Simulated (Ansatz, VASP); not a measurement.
**One calculation of MgC2, two programs**

INCAR

```
SYSTEM = MgC2
ALGO     = Normal         ! electronic algorithm
EDIFF    = 1E-6           ! SCF threshold, eV
ENCUT    = 520            ! plane-wave cutoff, eV
ISIF     = 2              ! what is computed and relaxed
ISMEAR   = -5             ! smearing method
LASPH    = .TRUE.         ! aspherical terms in the spheres
LCHARG   = .FALSE.        ! write CHGCAR
LREAL    = .FALSE.        ! projectors in reciprocal space
LWAVE    = .FALSE.        ! write WAVECAR
NBANDS   = 19             ! bands
NELM     = 80             ! most SCF steps
PREC     = Accurate       ! precision mode
SIGMA    = 0.05           ! smearing width, eV
```

File KPOINTS:

```
k-points
0
G
  7 7 6
  0 0 0
```

The input POSCAR:

```
MgC2
1.0
    3.9507770000      0.0000000000      0.0000000000
    0.0000000000      3.9507770000      0.0000000000
    0.0000000000      0.0000000000      4.9870890000
Mg C
2 4
Direct
    0.0000000000      0.0000000000      0.5000000000
    0.5000000000      0.5000000000      0.0000000000
    0.3876550000      0.6123450000      0.5000000000
    0.6123450000      0.3876550000      0.5000000000
    0.8876550000      0.8876550000      0.0000000000
    0.1123450000      0.1123450000      0.0000000000
```

File input.yaml:

```yaml
crystal:
  lattice:
    - [3.950777, 0.0, 0.0]
    - [0.0, 3.950777, 0.0]
    - [0.0, 0.0, 4.987089]
  atoms:
    - { symbol: Mg, position: [0.0, 0.0, 0.5] }
    - { symbol: Mg, position: [0.5, 0.5, 0.0] }
    - { symbol: C, position: [0.387655, 0.612345, 0.5] }
    - { symbol: C, position: [0.612345, 0.387655, 0.5] }
    - { symbol: C, position: [0.887655, 0.887655, 0.0] }
    - { symbol: C, position: [0.112345, 0.112345, 0.0] }
hamiltonian:
  xc: lda
  pseudopotentials: { kind: paw }
kpoints:
  mp_grid: { grid: [7, 7, 6] }
scf:
  occupations: { method: tetrahedron }
output:
  forces: true
  stress: true
  write_density: true
  write_potential: true
  elf: true
  volumetric_format: npy
```

Alike in both runs: functional LDA; k mesh 7 × 7 × 6; occupations tetrahedron; no spin polarisation.

```csv
,VASP,Ansatz
version,VASP 6.6.1,Ansatz 0.2.0
potentials or method,"VASP PAW LDA potentials, release 64 (Mg, C)",Ansatz PAW
plane-wave cutoff (eV),520,420
valence electrons in the cell,20,36
task,single point,electron localisation function
```

Ansatz gave:

```
gap on the k mesh at the Fermi level (eV)                     : 2.48
least direct gap on the mesh (eV)                             : 2.85
pressure (GPa)                                                : -5.6
traceless stress, the component that is largest in VASP (GPa) : 1.28
rms of the force components (eV/Å)                            : 0.229
```

Problem. Which values does VASP return?

Solution. gap on the k mesh at the Fermi level (eV): 2.47; least direct gap on the mesh (eV): 2.85; pressure (GPa): -5.9; traceless stress, the component that is largest in VASP (GPa): 1.09; rms of the force components (eV/Å): 0.173.

LDA's correlation is that of Perdew and Zunger in VASP and of Perdew and Wang (1992) in Ansatz. Atom by atom the forces differ by 0.055 eV/Å (rms over components). VASP's potentials hold 20 valence electrons a cell and Ansatz's 36, so a difference there can come from the potentials and not from the codes.

Noted on Ansatz's run: odd divisions of the mesh miss points on the zone boundary, where band edges often lie, so the gap on the mesh can be too wide.
